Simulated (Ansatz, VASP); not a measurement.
# One calculation of BaTa3, two programs

```xyz
8
Lattice="6.3491 0.0000 0.0000 -3.1745 5.4985 0.0000 0.0000 0.0000 5.0961" Properties=species:S:1:pos:R:3 pbc="T T T"
Ba    0.0000    3.6656    1.2740
Ba    3.1745    1.8328    3.8221
Ta    3.1745    3.6620    1.2740
Ta   -1.5841    4.5802    3.8221
Ta    1.5904    0.9182    1.2740
Ta    0.0000    1.8365    3.8221
Ta    4.7586    0.9182    1.2740
Ta    1.5841    4.5802    3.8221
```

Alike in both runs: task single point; functional PBE; k mesh 3 × 3 × 4; occupations gaussian, width 0.1 eV; no spin polarisation.

```csv
,VASP,Ansatz
version,VASP 6.6.1,Ansatz 0.2.0
potentials or method,"VASP PAW PBE potentials, release 64 (Ba_sv, Ta_pv), cutoff 520 eV","scalar-relativistic, plane waves, PAW"
valence electrons in the cell,86,98
```

VASP gave:

| Quantity | Value |
| --- | --- |
| gap on the k mesh at the Fermi level (eV) | none |
| pressure (GPa) | 0.4 |
| traceless stress, the component that is largest in VASP (GPa) | 1.41 |
| rms of the force components (eV/Å) | 0.944 |

Task: Which values does Ansatz return?

Result: gap on the k mesh at the Fermi level (eV): none; pressure (GPa): -1.3; traceless stress, the component that is largest in VASP (GPa): 1.55; rms of the force components (eV/Å): 0.883.

Atom by atom the forces differ by 0.061 eV/Å (rms over components). A gap of «none» marks a metal or a gap that the smearing closes. With one functional, cell and mesh, what is left measures potentials, basis and numerics. VASP's potentials hold 86 valence electrons a cell and Ansatz's 98, so a difference there can come from the potentials and not from the codes.

The k mesh is coarse, so the values compare programs but aren't converged. Spin-orbit coupling is off throughout.
